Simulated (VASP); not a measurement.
A run of VASP 6.6.1:

The input INCAR:

```
SYSTEM = V
PREC = Accurate ; ENCUT = 600
EDIFF = 1E-6 ; ISMEAR = 0
SIGMA = 0.1 ; LREAL = .False.
LASPH = .True. ; NELM = 60
ALGO = Normal ; ISIF = 3
LWAVE = .False. ; LCHARG = .False.
GGA = CA ; IBRION = 2
NSW = 100 ; EDIFFG = -0.05
```

File KPOINTS:

```
Automatic mesh
0
Gamma
  10 10 10
  0 0 0
```

File POSCAR:

```
V
1.0
   -1.5129450000      1.5129450000      1.5129450000
    1.5129450000     -1.5129450000      1.5129450000
    1.5129450000      1.5129450000     -1.5129450000
V
1
Direct
    0.0000000000      0.0000000000      0.0000000000
```

Potentials or basis: VASP PAW LDA potentials, release 64 (V_sv).

Run with:

```console
$ cat potpaw_LDA.64/V_sv/POTCAR > POTCAR
$ mpirun -np 1 vasp_std > vasp.out
```

Hardware: 1 thread of AMD EPYC 9R45 96-Core Processor (Zen 5), on a shared host.

**Question.** Estimate the wall time of this run.

**Answer.** Wall time 12 s on 1 thread of AMD EPYC 9R45 96-Core Processor (Zen 5) (shared host), peak memory 0.11 GiB. Counts: scf iterations 26, k points 47, ion steps 3.
